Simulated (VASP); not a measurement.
# CsPbCl3 (Pm-3m) in VASP: a series of runs

The runs below take CsPbCl3 through single point, with PBE, revPBE, BLYP, RPBE.

Program: VASP 6.6.1. These are calculated values, not measurements. Logs are shortened: lines on timing, memory, paths and dates and some standing lists are left out, and cuts for length are marked.

## (1) The cell of the first run

Symmetry: Pm-3m, No. 221, cubic system. Conventional cell: a = 5.733 Å, b = 5.733 Å, c = 5.733 Å, α = 90.00°, β = 90.00°, γ = 90.00°. Within 3.8 Å of Pb (site symmetry m-3m) lie 6 Cl at 2.87 Å. Within 5.3 Å of Cs (site symmetry m-3m) lie 12 Cl at 4.05 Å and 8 Pb at 4.97 Å. Within 3.8 Å of Cl (site symmetry 4/mmm) lie 2 Pb at 2.87 Å.

## (2) Single point, PBE

INCAR

```
PREC     = Accurate       # precision mode
ENCUT    = 520            # plane-wave cutoff, eV
EDIFF    = 1E-6           # SCF threshold, eV
ISMEAR   = -1             # smearing method
SIGMA    = 0.05           # smearing width, eV
LREAL    = F              # projectors in reciprocal space
LASPH    = T              # aspherical terms in the spheres
NELM     = 60             # most SCF steps
ALGO     = Normal         # electronic algorithm
ISIF     = 2              # what is computed and relaxed
LWAVE    = F              # write WAVECAR
LCHARG   = T              # write CHGCAR
GGA      = PE             # functional
LELF     = T              # ELF
LVHAR    = T            
NBANDS   = 30             # bands
```

KPOINTS

```
Automatic mesh
0
Gamma
  5 5 5
```

POSCAR

```
CsPbCl3
1.0
    5.7331003175      0.0000000000      0.0000000000
    0.0000000000      5.7331003175      0.0000000000
    0.0000000000      0.0000000000      5.7331003175
Pb Cs Cl
1 1 3
Direct
    0.5000000000      0.5000000000      0.5000000000
    0.0000000000      0.0000000000      0.0000000000
    0.5000000000      0.0000000000      0.5000000000
    0.0000000000      0.5000000000      0.5000000000
    0.5000000000      0.5000000000      0.0000000000
```

Potentials or basis: VASP PAW PBE potentials, release 64 (Pb_d, Cs_sv, Cl).

The run is started by

```bash
> cat potpaw_PBE.64/Pb_d/POTCAR potpaw_PBE.64/Cs_sv/POTCAR potpaw_PBE.64/Cl/POTCAR > POTCAR
> mpirun -np 1 vasp_std > vasp.out
```

OUTCAR:

```text
PREC = Accurate
   ENCUT = 520
   EDIFF = 1E-6
   ISMEAR = -1
   LREAL = F
   LASPH = T
   NELM = 60
   ISIF = 2
   GGA = PE

 ion  position               nearest neighbor table
   1  0.500  0.500  0.500-   3 2.87   4 2.87   5 2.87   5 2.87   3 2.87   4 2.87
   2  0.000  0.000  0.000-
   3  0.500  0.000  0.500-   1 2.87   1 2.87
   4  0.000  0.500  0.500-   1 2.87   1 2.87
   5  0.500  0.500  0.000-   1 2.87   1 2.87

  LATTYP: Found a simple cubic cell.
 ALAT       =     5.7331003175

  Lattice vectors:

 A1 = (   5.7331003175,   0.0000000000,   0.0000000000)
 A2 = (   0.0000000000,   5.7331003175,   0.0000000000)
 A3 = (   0.0000000000,   0.0000000000,   5.7331003175)

Analysis of symmetry for initial positions (statically):
=====================================================================
 Subroutine PRICEL returns:
 Original cell was already a primitive cell.

 Routine SETGRP: Setting up the symmetry group for a
 simple cubic supercell.

 Subroutine GETGRP returns: Found 48 space group operations
 (whereof 48 operations were pure point group operations)
 out of a pool of 48 trial point group operations.

The static configuration has the point symmetry O_h .

Analysis of symmetry for dynamics (positions and initial velocities):
=====================================================================
 Subroutine PRICEL returns:
 Original cell was already a primitive cell.

 Routine SETGRP: Setting up the symmetry group for a
 simple cubic supercell.

 Subroutine GETGRP returns: Found 48 space group operations
 (whereof 48 operations were pure point group operations)
 out of a pool of 48 trial point group operations.

The dynamic configuration has the point symmetry O_h .

 Subroutine INISYM returns: Found 48 space group operations
 (whereof 48 operations are pure point group operations),
 and found     1 'primitive' translations

----------------------------------------------------------------------------------------

                                     Primitive cell

  volume of cell :     188.4381

  direct lattice vectors                    reciprocal lattice vectors
     5.733100317  0.000000000  0.000000000     0.174425694  0.000000000  0.000000000
     0.000000000  5.733100317  0.000000000     0.000000000  0.174425694  0.000000000
     0.000000000  0.000000000  5.733100317     0.000000000  0.000000000  0.174425694

  length of vectors
[... 68 lines left out ...]
   LNONCOLLINEAR =      F non collinear calculations
   LSORBIT =      F    spin-orbit coupling
   LASPH  =      T    aspherical Exc in radial PAW
   ENCUT  =  520.0 eV  38.22 Ry    6.18 a.u.  10.66 10.66 10.66*2*pi/ulx,y,z
   NELM   =     60;   NELMIN=  2; NELMDL= -5     # of ELM steps
   EDIFF  = 0.1E-05   stopping-criterion for ELM
   LREAL  =      F    real-space projection
   EDIFFG = 0.1E-04   stopping-criterion for IOM
   NSW    =      0    number of steps for IOM
   IBRION =     -1    ionic relax: 0-MD 1-quasi-New 2-CG
   NFREE  =      0    steps in history (QN), initial steepest desc. (CG)
   ISIF   =      2    stress and relaxation
   ISYM   =      2    0-nonsym 1-usesym 2-fastsym
   POTIM  = 0.5000    time-step for ionic-motion
   TEBEG  =    0.0;   TEEND  =   0.0 temperature during run
   PSTRESS=    0.0 pullay stress
   NELECT =      44.0000    total number of electrons
   NUPDOWN=      -1.0000    fix difference up-down
   EMIN   =  10.00;   EMAX   =-10.00  energy-range for DOS
   EFERMI =   0.00;   METHOD = LEGACY
   ISMEAR =    -1;   SIGMA  =   0.05  broadening in eV -4-tet -1-fermi 0-gaus
   EFERMI_NEDOS =   21; number of points for ismear=-14 and -15
   IALGO  =     38    algorithm
   IMIX   =      4    mixing-type and parameters
     AMIX     =   0.40;   BMIX     =  1.00
     AMIX_MAG =   1.60;   BMIX_MAG =  1.00
  volume/ion in A,a.u.               =      37.69       254.33
  Fermi-wavevector in a.u.,A,eV,Ry     =   1.008098  1.905029 13.827084  1.016262
  Thomas-Fermi vector in A             =   2.140944
   LORBIT       =      0    0 simple, 1 ext, 2 COOP (PROOUT), +10 PAW based schemes
   GGA     = PE    functional components
[... 5 lines left out ...]
 non-spin polarized calculation
  energy-cutoff  :      520.00
  volume of cell :      188.44
 maximum number of plane-waves:      5089
 NGX is ok and might be reduce to    48
   NGX = 21   NGY = 21   NGZ = 21

 number of electron      44.0000012 magnetization

 Free energy of the ion-electron system (eV)
  ---------------------------------------------------
  ext. energy  EPLUGINS =         0.00000000
  ---------------------------------------------------
  free energy    TOTEN  =       -17.57063028 eV

  energy without entropy =      -17.57063028  energy(sigma->0) =      -17.57063028

 E-fermi :   1.5972     XC(G=0):  -7.5341

 val. band max:        0.4666691236   @ k =   0.4000   0.4000   0.4000
 cond. band min:       3.5650024199   @ k =   0.4000   0.4000   0.4000
 fundamental gap:      3.0983332964
 Fermi energy:         1.5971903656

 k-point     1 :       0.0000    0.0000    0.0000
  band No.  band energies     occupation
      1     -20.0674      2.00000
      2     -15.5363      2.00000
      3     -15.5363      2.00000
      4     -15.3762      2.00000
      5     -15.3762      2.00000
      6     -15.3762      2.00000
[... 319 lines left out ...]
     29       6.9804      0.00000
     30       7.8215      0.00000

------------------------ aborting loop because EDIFF is reached ----------------------------------------

  FORCE on cell =-STRESS in cart. coord.  units (eV):
  Direction    XX          YY          ZZ          XY          YZ          ZX
  --------------------------------------------------------------------------------------
  -------------------------------------------------------------------------------------
  Total       -0.0516645     -0.0516645     -0.0516645     -0.0000000     -0.0000000      0.0000000
  in kB       -0.4392724     -0.4392724     -0.4392724     -0.0000000     -0.0000000      0.0000000
  external PRESSURE =      -0.4392724 kB  Pullay stress =       0.0000000 kB

 VOLUME and BASIS-vectors are now :
 -----------------------------------------------------------------------------
  energy-cutoff  :      520.00
  volume of cell :      188.44
      direct lattice vectors                 reciprocal lattice vectors
     5.733100317  0.000000000  0.000000000     0.174425694  0.000000000  0.000000000
     0.000000000  5.733100317  0.000000000     0.000000000  0.174425694  0.000000000
     0.000000000  0.000000000  5.733100317     0.000000000  0.000000000  0.174425694

 POSITION                                       TOTAL-FORCE (eV/Angst)
 -----------------------------------------------------------------------------------
      2.86655      2.86655      2.86655         0.000000      0.000000      0.000000
      0.00000      0.00000      0.00000         0.000000      0.000000      0.000000
      2.86655      0.00000      2.86655         0.000000      0.000000      0.000000
      0.00000      2.86655      2.86655         0.000000      0.000000      0.000000
      2.86655      2.86655      0.00000         0.000000      0.000000      0.000000
 -----------------------------------------------------------------------------------
    total drift:                                0.000000     -0.000000     -0.000000

  FREE ENERGIE OF THE ION-ELECTRON SYSTEM (eV)
  ---------------------------------------------------
  free  energy   TOTEN  =       -17.5706302821 eV

  energy  without entropy=      -17.5706302821  energy(sigma->0) =      -17.57063028
```

OSZICAR:

```text
N       E                     dE             d eps       ncg     rms          rms(c)
DAV:   1     0.407391621595E+03    0.40739E+03   -0.18877E+04   600   0.131E+03
DAV:   2     0.351790632183E+02   -0.37221E+03   -0.35445E+03   684   0.311E+02
DAV:   3    -0.165162131916E+02   -0.51695E+02   -0.50883E+02   792   0.124E+02
DAV:   4    -0.184853052807E+02   -0.19691E+01   -0.19639E+01   752   0.287E+01
DAV:   5    -0.185442373511E+02   -0.58932E-01   -0.58892E-01   776   0.471E+00    0.494E+00
DAV:   6    -0.176043238632E+02    0.93991E+00   -0.16470E+00   856   0.139E+01    0.324E+00
DAV:   7    -0.175576389397E+02    0.46685E-01   -0.64757E-01   892   0.438E+00    0.188E+00
DAV:   8    -0.175727639787E+02   -0.15125E-01   -0.85323E-02   804   0.223E+00    0.304E-01
DAV:   9    -0.175699469347E+02    0.28170E-02   -0.21660E-02   924   0.108E+00    0.143E-01
DAV:  10    -0.175705364141E+02   -0.58948E-03   -0.21898E-03   736   0.280E-01    0.550E-02
DAV:  11    -0.175706279605E+02   -0.91546E-04   -0.22013E-04   804   0.111E-01    0.895E-03
DAV:  12    -0.175706302867E+02   -0.23262E-05   -0.22296E-05   822   0.475E-02    0.354E-03
DAV:  13    -0.175706302821E+02    0.45970E-08   -0.17114E-06   672   0.683E-03
   1 F= -.17570630E+02 E0= -.17570630E+02  d E =-.229118E-10
```

Run time: 30 s. Hardware: 1 thread of Intel Xeon 6975P-C (Granite Rapids), shared host; peak memory 0.33 GiB.

Results:

| Item | Value |
| --- | --- |
| Free energy | -17.5706 eV |
| Pressure | 0.0 GPa |
| Band gap on the k mesh | 3.10 eV |

Caveat: spin-orbit coupling is left out, which moves the levels of the heavy elements; an odd mesh through Γ misses points on the zone boundary, where band edges can lie.

## (3) Single point, revPBE

This run uses another cell than the first one, of 39.66 Å³/atom.

INCAR

```
PREC = Accurate ; ENCUT = 520
EDIFF = 1E-6 ; ISMEAR = -1
SIGMA = 0.05 ; LREAL = False
LASPH = True ; NELM = 60
ALGO = Normal ; ISIF = 2
LWAVE = False ; LCHARG = True
GGA = RE ; LELF = True
LVHAR = True ; NBANDS = 30
```

KPOINTS is that of step 2.

Edit POSCAR of step 2 so:

```diff
@@ -2,5 +2,5 @@
 1.0
-    5.7331003175      0.0000000000      0.0000000000
-    0.0000000000      5.7331003175      0.0000000000
-    0.0000000000      0.0000000000      5.7331003175
+    5.8312444409      0.0000000000      0.0000000000
+    0.0000000000      5.8312444409      0.0000000000
+    0.0000000000      0.0000000000      5.8312444409
 Pb Cs Cl
```

Potentials or basis: VASP PAW PBE potentials, release 64 (Pb_d, Cs_sv, Cl).

The run is started by

```bash
> cat potpaw_PBE.64/Pb_d/POTCAR potpaw_PBE.64/Cs_sv/POTCAR potpaw_PBE.64/Cl/POTCAR > POTCAR
> mpirun -np 1 vasp_std > vasp.out
```

It took 32 s on 1 thread of Intel Xeon 6975P-C (Granite Rapids), shared host; peak memory 0.34 GiB.

The run converged. Its results:

| Property | Result |
| --- | --- |
| Free energy | -16.6428 eV |
| Pressure | 0.0 GPa |
| Band gap on the k mesh | 3.26 eV |

Levels at points of the mesh, in eV from the valence-band top:
| k point | band 18 | band 19 | band 20 | band 21 | band 22 | band 23 | band 24 | band 25 | band 26 | band 27 |
| --- | --- | --- | --- | --- | --- | --- | --- | --- | --- | --- |
| (0.00, 0.00, 0.00) | -1.35 | -1.35 | -1.29 | -1.29 | -1.29 | 4.60 | 5.69 | 5.69 | 6.44 | 6.44 |

Caveat: the PAW data sets were made with another functional, which shifts forces and pressure a little; spin-orbit coupling is left out, which moves the levels of the heavy elements; an odd mesh through Γ misses points on the zone boundary, where band edges can lie.

## (4) Single point, BLYP

This run uses another cell than the first one, of 39.87 Å³/atom.

INCAR

```
  PREC = Accurate
  ENCUT = 520
  EDIFF = 1E-6
  ISMEAR = -1
  SIGMA = 0.05
  LREAL = F
  LASPH = T
  NELM = 80
  ALGO = Normal
  ISIF = 2
  LWAVE = F
  LCHARG = T
  GGA = B5
  ALDAX = 1.0
  AGGAX = 1.0
  AGGAC = 1.0
  ALDAC = 0.0
  LELF = T
  LVHAR = T
  NBANDS = 30
```

KPOINTS is that of step 3.

Edit POSCAR of step 3 so:

```diff
@@ -2,5 +2,5 @@
 1.0
-    5.8312444409      0.0000000000      0.0000000000
-    0.0000000000      5.8312444409      0.0000000000
-    0.0000000000      0.0000000000      5.8312444409
+    5.8416031601      0.0000000000      0.0000000000
+    0.0000000000      5.8416031601      0.0000000000
+    0.0000000000      0.0000000000      5.8416031601
 Pb Cs Cl
```

The run is started by

```bash
> cat potpaw_PBE.64/Pb_d/POTCAR potpaw_PBE.64/Cs_sv/POTCAR potpaw_PBE.64/Cl/POTCAR > POTCAR
> mpirun -np 1 vasp_std > vasp.out
```

Wall time 47 s (1 thread of Intel Xeon 6975P-C (Granite Rapids), shared host); peak memory 0.34 GiB.

Results (log left out):

```yaml
Free_energy: -16.3056 eV
Pressure: 0.0 GPa
Band_gap_on_the_k_mesh: 3.20 eV
```

Levels at points of the mesh, in eV from the valence-band top:
```tsv
k point	band 19	band 20	band 21	band 22	band 23	band 24	band 25	band 26
(0.00, 0.00, 0.00)	-1.29	-1.23	-1.23	-1.23	4.34	5.51	5.51	6.33
```

Caveat: the PAW data sets were made with another functional, which shifts forces and pressure a little; spin-orbit coupling is left out, which moves the levels of the heavy elements; an odd mesh through Γ misses points on the zone boundary, where band edges can lie.

## (5) Single point, RPBE

This run uses another cell than the first one, of 40.15 Å³/atom.

INCAR

```
PREC = Accurate ; ENCUT = 520
EDIFF = 1E-6 ; ISMEAR = -1
SIGMA = 0.05 ; LREAL = F
LASPH = T ; NELM = 100
ALGO = Normal ; ISIF = 2
LWAVE = F ; LCHARG = T
GGA = RP ; LELF = T
LVHAR = T ; NBANDS = 30
```

KPOINTS is that of step 4.

Edit POSCAR of step 4 so:

```diff
@@ -2,5 +2,5 @@
 1.0
-    5.8416031601      0.0000000000      0.0000000000
-    0.0000000000      5.8416031601      0.0000000000
-    0.0000000000      0.0000000000      5.8416031601
+    5.8553632425      0.0000000000      0.0000000000
+    0.0000000000      5.8553632425      0.0000000000
+    0.0000000000      0.0000000000      5.8553632425
 Pb Cs Cl
```

The run is started by

```bash
> cat potpaw_PBE.64/Pb_d/POTCAR potpaw_PBE.64/Cs_sv/POTCAR potpaw_PBE.64/Cl/POTCAR > POTCAR
> mpirun -np 1 vasp_std > vasp.out
```

It took 31 s on 1 thread of Intel Xeon 6975P-C (Granite Rapids), shared host; peak memory 0.34 GiB.

Results (log left out):

```yaml
Free_energy: -16.6463 eV
Pressure: 0.0 GPa
Band_gap_on_the_k_mesh: 3.30 eV
```

Levels at points of the mesh, in eV from the valence-band top:
```
           k point  band 19  band 20  band 21  band 22  band 23  band 24  band 25  band 26
(0.00, 0.00, 0.00)    -1.28    -1.23    -1.23    -1.23     4.63     5.71     5.71     6.42
```

Caveat: the PAW data sets were made with another functional, which shifts forces and pressure a little; spin-orbit coupling is left out, which moves the levels of the heavy elements; an odd mesh through Γ misses points on the zone boundary, where band edges can lie.

## (6) Summary

```csv
level,cell,gap on the mesh (eV),pressure (GPa)
PBE,"a = 5.733 Å, 5 atoms",3.10,0.0
revPBE,"a = 5.831 Å, 5 atoms",3.26,0.0
BLYP,"a = 5.842 Å, 5 atoms",3.20,0.0
RPBE,"a = 5.855 Å, 5 atoms",3.30,0.0
```

Alike in all rows: task single point; potentials or basis VASP PAW PBE potentials, release 64 (Pb_d, Cs_sv, Cl); no spin polarisation; k mesh 5 × 5 × 5; cutoff (eV) 520; smearing fermi-dirac 0.05 eV.

Caveats: spin-orbit coupling is left out, which moves the levels of the heavy elements; an odd mesh through Γ misses points on the zone boundary, where band edges can lie; the PAW data sets were made with another functional, which shifts forces and pressure a little (at least some runs).

Total energies depend on the potentials used, so only differences within one code and one set of settings carry meaning.
